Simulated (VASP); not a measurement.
A run of VASP 6.6.1:

INCAR

```
ALGO = Normal
EDIFF = 1E-7
ENCUT = 520
GGA = PS
ISIF = 2
ISMEAR = -1
LASPH = T
LCHARG = F
LREAL = F
LWAVE = F
NBANDS = 19
NELM = 80
PREC = Accurate
SIGMA = 0.08
```

The input KPOINTS:

```
k-points
0
Gamma
  13 13 7
```

File POSCAR:

```
Zr
1.0
    3.2319982225      0.0000000000      0.0000000000
   -1.6159991112      2.7989925656      0.0000000000
    0.0000000000      0.0000000000      5.0955300000
Zr
2
Direct
    0.3333333333      0.6666666667      0.2500000000
    0.6666666667      0.3333333333      0.7500000000
```

Potentials or basis: VASP PAW PBE potentials, release 64 (Zr_sv).

Command:

```bash
$ cat potpaw_PBE.64/Zr_sv/POTCAR > POTCAR
$ mpirun -np 1 vasp_std > vasp.out
```

Hardware: 1 thread of Intel Xeon 8259CL, with other jobs on the host.

**Question.** Estimate the wall time of this run.

**Answer.** It took 80 s on 1 thread of Intel Xeon 8259CL (shared host), peak memory 0.2 GiB. Counts: scf iterations 12, k points 84.
